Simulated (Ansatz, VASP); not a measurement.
## Two plane-wave programs on Cs

```
Cs
1.0
     4.97473    0.00000    0.00000
    -2.48736    4.30824    0.00000
     0.00000    0.00000    8.05906
Cs
2
Direct
  0.33333 0.66667 0.25000
  0.66667 0.33333 0.75000
```

Change from the starting cell: volume scaled by 0.9, PAW files.

Alike in both runs: task single point; functional LDA; k mesh 9 × 9 × 5; occupations fermi-dirac, width 0.1 eV; no spin polarisation.

```csv
,VASP,Ansatz
version,VASP 6.6.1,Ansatz 0.2.0
potentials or method,"VASP PAW LDA potentials, release 64 (Cs_sv)","PAW with Ansatz's default frozen-core files, scalar-relativistic"
plane-wave cutoff (eV),520,420
valence electrons in the cell,18,18
```

```tsv
	VASP	Ansatz	Ansatz less VASP
pressure (GPa)	0.3	0.3	+0.01
```

LDA's correlation is that of Perdew and Zunger in VASP and of Perdew and Wang (1992) in Ansatz.

Spin-orbit coupling is off throughout.
